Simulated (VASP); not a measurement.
# GeSb2Te4 (R3m) in VASP: single point with PBE

Aim: the single point of GeSb2Te4 with PBE.

Everything below comes from runs of VASP 6.6.1. Logs are shortened: lines on timing, memory, paths and dates and some standing lists are left out, and cuts for length are marked.

### Step 1. The cell of the first run

The structure is trigonal, space group R3m (No. 160). Conventional cell: a = 4.298 Å, b = 4.298 Å, c = 51.391 Å, α = 90.00°, β = 90.00°, γ = 120.00°. Ge (site symmetry 3m) has 3 Te at 2.85 Å within 3.8 Å. Sb (site symmetry 3m) has 6 Te at 3.01 to 3.22 Å within 4.0 Å. Sb (site symmetry 3m) has 6 Te at 3.03 to 3.17 Å within 4.0 Å. Te (site symmetry 3m) has 3 Ge at 2.85 Å within 3.8 Å. Te (site symmetry 3m) has 3 Sb at 3.01 Å and 3 Te at 3.92 Å within 4.0 Å. Within 4.2 Å of Te (site symmetry 3m) lie 6 Sb at 3.17 to 3.22 Å. Te (site symmetry 3m) has 3 Sb at 3.03 Å within 4.0 Å.

### Step 2. Single point, PBE

INCAR

```
  PREC = Accurate
  ENCUT = 520
  EDIFF = 1E-7
  ISMEAR = 0
  SIGMA = 0.03
  LREAL = F
  LASPH = T
  NELM = 60
  ALGO = Normal
  ISIF = 2
  LWAVE = F
  LCHARG = T
  GGA = PE
  LELF = T
  LVHAR = T
  NBANDS = 33
  ISYM = 0
```

KPOINTS

```
regular mesh
0
Gamma
  9 9 3
```

POSCAR

```
GeSb2Te4
1.0
   -4.2977010893      0.0000000000      0.0000000000
   -2.1488505447     -3.7219183212      0.0000000000
    2.1488505447      1.2406394404     17.1302728042
Ge Sb Te
1 2 4
Direct
    0.5174317057      0.5174317057      0.7606451170
    0.3975549489      0.3975549489      0.4010148468
    0.9859449258      0.9859449258      0.1661847775
    0.8233437924      0.8233437924      0.6783813773
    0.0975027770      0.0975027770      0.5008583310
    0.6910287098      0.6910287098      0.2814361295
    0.2853011932      0.2853011932      0.0642535795
```

Potentials or basis: VASP PAW PBE potentials, release 64 (Ge_d, Sb, Te).

Command:

```
> cat potpaw_PBE.64/Ge_d/POTCAR potpaw_PBE.64/Sb/POTCAR potpaw_PBE.64/Te/POTCAR > POTCAR
> mpirun -np 1 vasp_std > vasp.out
```

OUTCAR:

```text
PREC = Accurate
   ENCUT = 520
   EDIFF = 1E-7
   ISMEAR = 0
   LREAL = F
   LASPH = T
   NELM = 60
   ISIF = 2
   GGA = PE
   ISYM = 0

 ion  position               nearest neighbor table
   1  0.517  0.517  0.761-   4 2.85   4 2.85   4 2.85
   2  0.398  0.398  0.401-   5 3.01   5 3.01   5 3.01   6 3.22   6 3.22   6 3.22
   3  0.986  0.986  0.166-   7 3.03   7 3.03   7 3.03   6 3.17   6 3.17   6 3.17
   4  0.823  0.823  0.678-   1 2.85   1 2.85   1 2.85
   5  0.098  0.098  0.501-   2 3.01   2 3.01   2 3.01
   6  0.691  0.691  0.281-   3 3.17   3 3.17   3 3.17   2 3.22   2 3.22   2 3.22
   7  0.285  0.285  0.064-   3 3.03   3 3.03   3 3.03

IMPORTANT INFORMATION: All symmetrisations will be switched off!
NOSYMM: (Re-)initialisation of all symmetry stuff for point group C_1.

----------------------------------------------------------------------------------------

                                     Primitive cell

  volume of cell :     274.0106

  direct lattice vectors                    reciprocal lattice vectors
    -4.297701089  0.000000000  0.000000000    -0.232682539  0.134339326  0.019458729
    -2.148850545 -3.721918321  0.000000000     0.000000000 -0.268678653  0.019458729
     2.148850545  1.240639440 17.130272804     0.000000000  0.000000000  0.058376186

  length of vectors
     4.297701089  4.297701089 17.309043626     0.269382369  0.269382369  0.058376186

  position of ions in fractional coordinates (direct lattice)
     0.517431706  0.517431706  0.760645117
     0.397554949  0.397554949  0.401014847
     0.985944926  0.985944926  0.166184777
     0.823343792  0.823343792  0.678381377
     0.097502777  0.097502777  0.500858331
     0.691028710  0.691028710  0.281436130
     0.285301193  0.285301193  0.064253579

  ion indices of the primitive-cell ions
   primitive index   ion index
                 1           1
                 2           2
                 3           3
                 4           4
                 5           5
                 6           6
                 7           7

----------------------------------------------------------------------------------------

 KPOINTS: regular mesh

Automatic generation of k-mesh.
 Grid dimensions read from file:
 generate k-points for:    9    9    3

 Generating k-lattice:

  Cartesian coordinates                     Fractional coordinates (reciprocal lattice)
    -0.025853615  0.014926592  0.002162081     0.111111111 -0.000000000  0.000000000
     0.000000000 -0.029853184  0.002162081     0.000000000  0.111111111 -0.000000000
     0.000000000  0.000000000  0.019458729     0.000000000  0.000000000  0.333333333

  Length of vectors
     0.029931374  0.029931374  0.019458729

  Shift w.r.t. Gamma in fractional coordinates (k-lattice)
     0.000000000  0.000000000  0.000000000

 -----------------------------------------------------------------------------
|                                                                             |
|           W    W    AA    RRRRR   N    N  II  N    N   GGGG   !!!           |
|           W    W   A  A   R    R  NN   N  II  NN   N  G    G  !!!           |
|           W    W  A    A  R    R  N N  N  II  N N  N  G       !!!           |
|           W WW W  AAAAAA  RRRRR   N  N N  II  N  N N  G  GGG   !            |
|           WW  WW  A    A  R   R   N   NN  II  N   NN  G    G                |
|           W    W  A    A  R    R  N    N  II  N    N   GGGG   !!!           |
|                                                                             |
|     Your reciprocal lattice and k-lattice belong to different lattice       |
|     classes:                                                                |
|                                                                             |
|        The reciprocal lattice is rhombohedral (trigonal),                   |
|        whereas your k-lattice is base-centered monoclinic.                  |
|                                                                             |
|     Results are often still useful ...                                      |
|                                                                             |
 -----------------------------------------------------------------------------

 WARNING: IBZKPT: internal override: KBLOWUP is changed to .FALSE.
      ... skipping the blow-up phase ...

 Subroutine IBZKPT returns following result:
 ===========================================

 Found    122 irreducible k-points:

 Following reciprocal coordinates:
            Coordinates               Weight
  0.000000  0.000000  0.000000      1.000000
  0.111111 -0.000000  0.000000      2.000000
  0.222222 -0.000000  0.000000      2.000000
  0.333333 -0.000000  0.000000      2.000000
  0.444444 -0.000000  0.000000      2.000000
  0.000000  0.111111  0.000000      2.000000
[... 16 lines left out ...]
 -0.111111  0.222222  0.000000      2.000000
  0.000000  0.333333  0.000000      2.000000
 [... further k-points ...]
   k-points           NKPTS =    122   k-points in BZ     NKDIM =    122   number of bands    NBANDS=     33
   number of dos      NEDOS =    301   number of ions     NIONS =      7
   total plane-waves  NPLWV = 143360
   dimension x,y,z NGX =    32 NGY =   32 NGZ =  140
   dimension x,y,z NGXF=    64 NGYF=   64 NGZF=  280
   ions per type =               1   2   4
   NGX,Y,Z   is equivalent  to a cutoff of  12.38, 12.38, 13.45 a.u.
   NGXF,Y,Z  is equivalent  to a cutoff of  24.76, 24.76, 26.89 a.u.
 SYSTEM =  unknown system
   PREC   = accura    normal or accurate (medium, high low for compatibility)
   ISTART =      0    job   : 0-new  1-cont  2-samecut
   ICHARG =      2    charge: 1-file 2-atom 10-const
   ISPIN  =      1    spin polarized calculation?
   LNONCOLLINEAR =      F non collinear calculations
   LSORBIT =      F    spin-orbit coupling
   LASPH  =      T    aspherical Exc in radial PAW
   ENCUT  =  520.0 eV  38.22 Ry    6.18 a.u.   7.99  7.99 32.18*2*pi/ulx,y,z
   NELM   =     60;   NELMIN=  2; NELMDL= -5     # of ELM steps
   EDIFF  = 0.1E-06   stopping-criterion for ELM
   LREAL  =      F    real-space projection
   EDIFFG = 0.1E-05   stopping-criterion for IOM
   NSW    =      0    number of steps for IOM
   IBRION =     -1    ionic relax: 0-MD 1-quasi-New 2-CG
   NFREE  =      0    steps in history (QN), initial steepest desc. (CG)
   ISIF   =      2    stress and relaxation
   ISYM   =      0    0-nonsym 1-usesym 2-fastsym
   POTIM  = 0.5000    time-step for ionic-motion
   TEBEG  =    0.0;   TEEND  =   0.0 temperature during run
   PSTRESS=    0.0 pullay stress
   NELECT =      48.0000    total number of electrons
   NUPDOWN=      -1.0000    fix difference up-down
   EMIN   =  10.00;   EMAX   =-10.00  energy-range for DOS
   EFERMI =   0.00;   METHOD = LEGACY
   ISMEAR =     0;   SIGMA  =   0.03  broadening in eV -4-tet -1-fermi 0-gaus
   EFERMI_NEDOS =   21; number of points for ismear=-14 and -15
   IALGO  =     38    algorithm
   IMIX   =      4    mixing-type and parameters
     AMIX     =   0.40;   BMIX     =  1.00
     AMIX_MAG =   1.60;   BMIX_MAG =  1.00
  volume/ion in A,a.u.               =      39.14       264.16
  Fermi-wavevector in a.u.,A,eV,Ry     =   0.916008  1.731005 11.416260  0.839071
  Thomas-Fermi vector in A             =   2.040815
   LORBIT       =      0    0 simple, 1 ext, 2 COOP (PROOUT), +10 PAW based schemes
   GGA     = PE    functional components
   LHFCALC =     F    Hartree Fock is set to
   AEXX    =    0.0000 exact exchange contribution
   IVDW    =     0    specifies the selected vdW correction
   LEPSILON=     F    determine dielectric tensor
   LRPA    =     F    only Hartree local field effects (RPA)
 non-spin polarized calculation
 Gauss-broadening in eV      SIGMA  =   0.03
  energy-cutoff  :      520.00
  volume of cell :      274.01
 maximum number of plane-waves:      7410
   NGX = 15   NGY = 15   NGZ = 65

 number of electron      48.0000009 magnetization

 Free energy of the ion-electron system (eV)
  ---------------------------------------------------
  ext. energy  EPLUGINS =         0.00000000
  ---------------------------------------------------
  free energy    TOTEN  =       -25.82476134 eV

  energy without entropy =      -25.82476134  energy(sigma->0) =      -25.82476134

 E-fermi :   4.1498     XC(G=0):  -8.0520

 val. band max:        4.0298585899   @ k =   0.0000   0.0000   0.3333
 cond. band min:       4.2674835525   @ k =   0.0000   0.0000   0.0000
 fundamental gap:      0.2376249625
 Fermi energy:         4.1498484304

 k-point     1 :       0.0000    0.0000    0.0000
  band No.  band energies     occupation
      1     -20.9310      2.00000
      2     -20.9310      2.00000
      3     -20.9181      2.00000
      4     -20.9181      2.00000
      5     -20.9132      2.00000
      6      -8.8153      2.00000
[... 25 lines left out ...]
     32       5.9935      0.00000
     33       5.9935      0.00000

 k-point     2 :       0.1111   -0.0000    0.0000
  band No.  band energies     occupation
      1     -20.9312      2.00000
      2     -20.9308      2.00000
      3     -20.9183      2.00000
      4     -20.9182      2.00000
      5     -20.9130      2.00000
      6      -8.7068      2.00000
[... 25 lines left out ...]
     32       6.2068      0.00000
     33       6.4502      0.00000

 k-point     3 :       0.2222   -0.0000    0.0000
  band No.  band energies     occupation
      1     -20.9316      2.00000
      2     -20.9301      2.00000
      3     -20.9187      2.00000
      4     -20.9182      2.00000
      5     -20.9126      2.00000
      6      -8.3895      2.00000
[... 25 lines left out ...]
     32       6.6590      0.00000
     33       7.1275      0.00000

 k-point     4 :       0.3333   -0.0000    0.0000
  band No.  band energies     occupation
      1     -20.9320      2.00000
      2     -20.9294      2.00000
      3     -20.9191      2.00000
      4     -20.9183      2.00000
      5     -20.9121      2.00000
      6      -7.8959      2.00000
[... 25 lines left out ...]
     32       7.0610      0.00000
     33       7.4145      0.00000

 k-point     5 :       0.4444   -0.0000    0.0000
  band No.  band energies     occupation
      1     -20.9323      2.00000
      2     -20.9289      2.00000
      3     -20.9193      2.00000
      4     -20.9183      2.00000
      5     -20.9118      2.00000
      6      -7.3332      2.00000
[... 604 lines left out ...]
 k-point    22 :      -0.2222    0.2222    0.0000
  band No.  band energies     occupation
      1     -20.9318      2.00000
      2     -20.9294      2.00000
      3     -20.9191      2.00000
      4     -20.9185      2.00000
      5     -20.9120      2.00000
      6      -7.6198      2.00000
[... 25 lines left out ...]
     32       7.4931      0.00000
     33       7.6987      0.00000

 k-point    23 :      -0.1111    0.2222    0.0000
  band No.  band energies     occupation
      1     -20.9317      2.00000
      2     -20.9297      2.00000
      3     -20.9189      2.00000
      4     -20.9183      2.00000
      5     -20.9123      2.00000
      6      -8.0860      2.00000
[... 25 lines left out ...]
     32       7.1245      0.00000
     33       7.4930      0.00000

 k-point    24 :       0.0000    0.3333    0.0000
  band No.  band energies     occupation
      1     -20.9320      2.00000
      2     -20.9294      2.00000
      3     -20.9191      2.00000
      4     -20.9183      2.00000
      5     -20.9121      2.00000
      6      -7.8959      2.00000
[... 25 lines left out ...]
     32       7.0610      0.00000
     33       7.4145      0.00000

 [... further k-points ...]
[... 5 lines left out ...]
  --------------------------------------------------------------------------------------
  -------------------------------------------------------------------------------------
  Total       -1.0932561     -1.0934265     -0.2255666      0.0001465      0.0000373      0.0000644
  in kB       -6.3924181     -6.3934146     -1.3189187      0.0008568      0.0002178      0.0003763
  external PRESSURE =      -4.7015838 kB  Pullay stress =       0.0000000 kB

 VOLUME and BASIS-vectors are now :
 -----------------------------------------------------------------------------
  energy-cutoff  :      520.00
  volume of cell :      274.01
      direct lattice vectors                 reciprocal lattice vectors
    -4.297701089  0.000000000  0.000000000    -0.232682539  0.134339326  0.019458729
    -2.148850545 -3.721918321  0.000000000     0.000000000 -0.268678653  0.019458729
     2.148850545  1.240639440 17.130272804     0.000000000  0.000000000  0.058376186

 POSITION                                       TOTAL-FORCE (eV/Angst)
 -----------------------------------------------------------------------------------
     -1.70114     -0.98215     13.03006         0.000487      0.000281      0.144437
     -1.70114     -0.98215      6.86949        -0.000071     -0.000041     -0.153262
     -5.99884     -3.46343      2.84679        -0.000115     -0.000067     -0.243503
     -3.84999     -2.22279     11.62086        -0.000058     -0.000033     -0.087170
      0.44771      0.25849      8.57984        -0.000085     -0.000049     -0.001216
     -3.84999     -2.22279      4.82108        -0.000069     -0.000040      0.151757
     -1.70114     -0.98215      1.10068        -0.000089     -0.000051      0.188956
 -----------------------------------------------------------------------------------
    total drift:                                0.000526      0.000304     -0.000434

  FREE ENERGIE OF THE ION-ELECTRON SYSTEM (eV)
  ---------------------------------------------------
  free  energy   TOTEN  =       -25.8247613409 eV

  energy  without entropy=      -25.8247613409  energy(sigma->0) =      -25.82476134
```

It took 14 min on 1 thread of AMD EPYC 9R45 (Zen 5), shared host; peak memory 1.1 GiB.

What came out:

```
Free energy            : -25.8248 eV
Pressure               : -0.5 GPa
Largest force          : 0.244 eV/Å
Band gap on the k mesh : 0.24 eV, indirect (the least direct gap lies 4.0 meV higher)
```

Forces in eV/Å, atoms in the order of the input:
```
Ge   0.000  0.000  0.144
Sb   0.000  0.000 -0.153
Sb   0.000  0.000 -0.244
Te   0.000  0.000 -0.087
Te   0.000  0.000 -0.001
Te   0.000  0.000  0.152
Te   0.000  0.000  0.189
```

Caveat: spin-orbit coupling is left out, which moves the levels of the heavy elements. A k mesh can miss the band edges.
